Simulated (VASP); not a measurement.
Wanted: the native input for a VASP 6.6.1 run.

| Property | Result |
| --- | --- |
| Task | single point |
| Functional | PBEsol |
| Potentials or basis | VASP PAW PBE potentials, release 64 (Cd, Ag) |
| Cutoff | 520 eV |
| k mesh | 14 × 14 × 14 |
| Occupations | gaussian, width 0.15 eV |
| Spin | no spin polarisation |
| Dipole correction | no |
| Further INCAR settings | ALGO = Normal; EDIFF = 1e-06; NBANDS = 18 |

The structure of CdAg lies in POSCAR:

```
CdAg
1.0
    3.1635000000      0.0000000000      0.0000000000
    0.0000000000      3.1635000000      0.0000000000
    0.0000000000      0.0000000000      3.1635000000
Cd Ag
1 1
Direct
    0.5000000000      0.5000000000      0.5000000000
    0.0000000000      0.0000000000      0.0000000000
```

This cell differs from its parent crystal: strain -0.050 along x and y, -0.050 along z.

These files were run (other wordings do the same):

INCAR

```
PREC = Accurate ; ENCUT = 520
EDIFF = 1E-6 ; ISMEAR = 0
SIGMA = 0.15 ; LREAL = F
LASPH = T ; NELM = 80
ALGO = Normal ; ISIF = 2
LWAVE = F ; LCHARG = F
GGA = PS ; NBANDS = 18
```

KPOINTS

```
Automatic mesh
0
Gamma
  14 14 14
```

Potentials or basis: VASP PAW PBE potentials, release 64 (Cd, Ag).

Command:

```console
$ cat potpaw_PBE.64/Cd/POTCAR potpaw_PBE.64/Ag/POTCAR > POTCAR
$ mpirun -np 1 vasp_std > vasp.out
```

Results of the run:

```json
{
  "Pressure": "19.7 GPa"
}
```

Caveat: the cell differs from its parent crystal (strain -0.050 along x and y, -0.050 along z); the PAW data sets were made with another functional, which shifts forces and pressure a little.

Wall time 23 s on 1 thread of Intel(R) Xeon(R) Platinum 8488C (Sapphire Rapids), with other jobs on the host, peak memory 0.19 GiB.
